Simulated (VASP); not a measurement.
# Cu (P6_3/mmc) in VASP: further runs, part 2 of 2

VASP 6.6.1.

**3. Single point, PBE (11.97 Å³/atom)**

This run uses another cell than the first one, of 11.97 Å³/atom.

INCAR

```
PREC     = Accurate       # precision mode
ENCUT    = 520            # plane-wave cutoff, eV
EDIFF    = 1E-6           # SCF threshold, eV
ISMEAR   = -1             # smearing method
SIGMA    = 0.1            # smearing width, eV
LREAL    = F              # projectors in reciprocal space
LASPH    = T              # aspherical terms in the spheres
NELM     = 80             # most SCF steps
ALGO     = Normal         # electronic algorithm
ISIF     = 2              # what is computed and relaxed
LWAVE    = F              # write WAVECAR
LCHARG   = F              # write CHGCAR
GGA      = PE             # functional
NBANDS   = 30             # bands
```

KPOINTS

```
regular mesh
0
Gamma
  16 16 5
```

POSCAR

```
Cu
1.0
    2.5674720615      0.0000000000      0.0000000000
   -1.2837360307      2.2234960287      0.0000000000
    0.0000000000      0.0000000000      8.3850115202
Cu
4
Direct
    1.0000000000      0.0000000000      0.0000000000
    1.0000000000      1.0000000000      0.5000000000
    0.3333333333      0.6666666667      0.2500000000
    0.6666666667      0.3333333333      0.7500000000
```

Potentials or basis: VASP PAW PBE potentials, release 64 (Cu).

Command:

```sh
$ cat potpaw_PBE.64/Cu/POTCAR > POTCAR
$ mpirun -np 1 vasp_std > vasp.out
```

OUTCAR:

```text
PREC = Accurate
   ENCUT = 520
   EDIFF = 1E-6
   ISMEAR = -1
   LREAL = F
   LASPH = T
   NELM = 80
   ISIF = 2
   GGA = PE

 ion  position               nearest neighbor table
   1  0.000  0.000  0.000-   3 2.57   4 2.57   3 2.57   4 2.57   4 2.57   3 2.57
   2  0.000  0.000  0.500-   3 2.57   4 2.57   3 2.57   4 2.57   4 2.57   3 2.57
   3  0.333  0.667  0.250-   1 2.57   2 2.57   1 2.57   2 2.57   1 2.57   2 2.57
   4  0.667  0.333  0.750-   1 2.57   2 2.57   1 2.57   2 2.57   1 2.57   2 2.57

  LATTYP: Found a hexagonal cell.
 ALAT       =     2.5674720615
 C/A-ratio  =     3.2658628095

  Lattice vectors:

 A1 = (   2.5674720615,   0.0000000000,   0.0000000000)
 A2 = (  -1.2837360307,   2.2234960287,   0.0000000000)
 A3 = (   0.0000000000,   0.0000000000,   8.3850115202)

Analysis of symmetry for initial positions (statically):
=====================================================================
 Subroutine PRICEL returns:
 Original cell was already a primitive cell.

 Routine SETGRP: Setting up the symmetry group for a
 hexagonal supercell.

 Subroutine GETGRP returns: Found 24 space group operations
[... 166 lines left out ...]
  ---------------------------------------------------
  free energy    TOTEN  =       -14.91369893 eV

  energy without entropy =      -14.86927187  energy(sigma->0) =      -14.89148540

 E-fermi :   7.3876     XC(G=0): -12.6495

 val. band max:        7.3856248054   @ k =   0.3125   0.1875   0.4000
 cond. band min:       7.3997827369   @ k =   0.2500   0.2500   0.4000
 fundamental gap:      0.0141579315
 Fermi energy:         7.3875980463

 k-point     1 :       0.0000    0.0000    0.0000
  band No.  band energies     occupation
      1      -1.8282      2.00000
      2       0.2724      2.00000
      3       0.2796      2.00000
      4       2.4183      2.00000
      5       4.1936      2.00000
      6       4.1971      2.00000
[... 781 lines left out ...]
     29      16.7875      0.00000
     30      18.4394      0.00000

 [... further k-points ...]
[... 5 lines left out ...]
  --------------------------------------------------------------------------------------
  -------------------------------------------------------------------------------------
  Total        0.2174361      0.2174361      0.2319395      0.0000000     -0.0000000      0.0000000
  in kB        7.2777403      7.2777403      7.7631769      0.0000000     -0.0000000      0.0000000
  external PRESSURE =       7.4395525 kB  Pullay stress =       0.0000000 kB

 VOLUME and BASIS-vectors are now :
 -----------------------------------------------------------------------------
  energy-cutoff  :      520.00
  volume of cell :       47.87
      direct lattice vectors                 reciprocal lattice vectors
     2.567472062  0.000000000  0.000000000     0.389488172  0.224871101  0.000000000
    -1.283736031  2.223496029  0.000000000     0.000000000  0.449742202  0.000000000
     0.000000000  0.000000000  8.385011520     0.000000000  0.000000000  0.119260421

 POSITION                                       TOTAL-FORCE (eV/Angst)
 -----------------------------------------------------------------------------------
      0.00000      0.00000      0.00000         0.000000      0.000000      0.000000
      0.00000      0.00000      4.19251         0.000000      0.000000      0.000000
     -0.00000      1.48233      2.09625         0.000000      0.000000      0.000000
      1.28374      0.74117      6.28876        -0.000000      0.000000     -0.000000
 -----------------------------------------------------------------------------------
    total drift:                                0.000000     -0.000000      0.000000

  FREE ENERGIE OF THE ION-ELECTRON SYSTEM (eV)
  ---------------------------------------------------
  free  energy   TOTEN  =       -14.9136989300 eV

  energy  without entropy=      -14.8692718721  energy(sigma->0) =      -14.89148540
```

OSZICAR:

```text
N       E                     dE             d eps       ncg     rms          rms(c)
DAV:   1     0.332663092195E+03    0.33266E+03   -0.20002E+04  5688   0.263E+03
DAV:   2     0.111829268540E+02   -0.32148E+03   -0.30969E+03  5400   0.388E+02
DAV:   3    -0.177828784154E+02   -0.28966E+02   -0.27286E+02  5960   0.164E+02
DAV:   4    -0.185131247708E+02   -0.73025E+00   -0.72888E+00  6274   0.349E+01
DAV:   5    -0.185223743577E+02   -0.92496E-02   -0.92492E-02  6886   0.382E+00    0.154E+01
DAV:   6    -0.163764199697E+02    0.21460E+01   -0.30148E+01  6048   0.116E+02    0.794E+00
DAV:   7    -0.149520898401E+02    0.14243E+01   -0.58382E+00  6210   0.496E+01    0.861E-01
DAV:   8    -0.149257259886E+02    0.26364E-01   -0.11400E-01  7240   0.475E+00    0.843E-01
DAV:   9    -0.149164893595E+02    0.92366E-02   -0.11332E-02  6414   0.318E+00    0.430E-01
DAV:  10    -0.149135787130E+02    0.29106E-02   -0.10257E-02  6390   0.220E+00    0.225E-02
DAV:  11    -0.149137009892E+02   -0.12228E-03   -0.10289E-03  6152   0.485E-01    0.185E-02
DAV:  12    -0.149136992733E+02    0.17159E-05   -0.22651E-05  7494   0.129E-01    0.125E-02
DAV:  13    -0.149136989300E+02    0.34328E-06   -0.96411E-06  6012   0.592E-02
   1 F= -.14913699E+02 E0= -.14891485E+02  d E =-.444271E-01
```

stdout:

```text
POSCAR found type information on POSCAR Cu
 POSCAR found :  1 types and       4 ions
 scaLAPACK will be used
 LDA part: xc-table for (Slater+PW92), standard interpolation
 POSCAR, INCAR and KPOINTS ok, starting setup
 FFT: planning ... GRIDC
 FFT: planning ... GRID_SOFT
 FFT: planning ... GRID
 WAVECAR not read
 entering main loop
```

Run time: 46 s. Hardware: 1 thread of Intel Xeon 6975P-C (Granite Rapids), shared host; peak memory 0.22 GiB.

Results:

- Free energy: -14.9137 eV
- Pressure: 0.7 GPa
- Band gap on the k mesh: zero (bands 22 and 23 overlap by 5.19 eV)

Levels at points of the mesh, in eV from the Fermi level:
| k point | band 18 | band 19 | band 20 | band 21 | band 22 | band 23 | band 24 | band 25 | band 26 | band 27 |
| --- | --- | --- | --- | --- | --- | --- | --- | --- | --- | --- |
| (0.00, 0.00, 0.00) | -2.06 | -2.06 | -1.91 | -1.91 | -1.63 | -1.63 | -0.93 | 3.73 | 12.37 | 12.37 |
| (0.50, 0.00, 0.00) | -1.50 | -1.50 | -1.48 | -0.54 | 0.48 | 0.97 | 1.55 | 4.54 | 4.56 | 8.46 |
